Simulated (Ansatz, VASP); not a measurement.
MnS: VASP beside Ansatz

INCAR

```
ALGO = Normal ; EDIFF = 1E-8
ENCUT = 520 ; GGA = PE
ISIF = 2 ; ISMEAR = -1
ISPIN = 2 ; LASPH = T
LCHARG = F ; LEFG = T
LMAXMIX = 4 ; LORBIT = 11
LREAL = F ; LWAVE = F
MAGMOM = 4 0 ; NBANDS = 20
NELM = 150 ; PREC = Accurate
SIGMA = 0.05
```

The input KPOINTS:

```
k-points
0
Gamma
  12 12 12
```

The input POSCAR:

```
MnS
1.0
    0.0000000000      2.7626382942      2.7626382942
    2.7626382942      0.0000000000      2.7626382942
    2.7626382942      2.7626382942      0.0000000000
Mn S
1 1
Direct
    0.0000000000      0.0000000000      0.0000000000
    0.2500000000      0.2500000000      0.2500000000
```

Input for Ansatz:

```yaml
crystal:
  lattice:
    - [0.0, 2.7626382942, 2.7626382942]
    - [2.7626382942, 0.0, 2.7626382942]
    - [2.7626382942, 2.7626382942, 0.0]
  atoms:
    - { symbol: Mn, position: [0.0, 0.0, 0.0], spin: 4.0 }
    - { symbol: S, position: [0.25, 0.25, 0.25] }
magnetization:
  spin_polarized: true
kpoints:
  mp_grid: { grid: [12, 12, 12] }
scf:
  occupations: { method: fermi_dirac, width: 0.05 }
hamiltonian:
  xc: pbe
  pseudopotentials: { kind: paw }
output:
  forces: true
  stress: true
  eigenvalues: true
  efg: { contact_densities: true }
```

Change from the starting cell: volume scaled by 0.9405, PAW files.

Alike in both runs: task electric field gradients; functional PBE; k mesh 12 × 12 × 12; occupations fermi-dirac, width 0.05 eV; collinear spin.

```csv
,VASP,Ansatz
version,VASP 6.6.1,Ansatz 0.2.0
potentials or method,"VASP PAW PBE potentials, release 64 (Mn_pv, S)","PAW with Ansatz's default frozen-core files, scalar-relativistic"
plane-wave cutoff (eV),520,420
valence electrons in the cell,19,21
```

```csv
,VASP,Ansatz,Ansatz less VASP
pressure (GPa),2.7,2.6,-0.07
net moment per atom (μB),2.39,2.39,-0.001
size of the moment on the site where the two differ most (μB),4.24,4.04,-0.192
```

Site moments also hang on the region over which each program counts them. The functional is the same, so the differences come from potentials, cutoffs and numerics. VASP's potentials hold 19 valence electrons a cell and Ansatz's 21, so a difference there can come from the potentials and not from the codes.
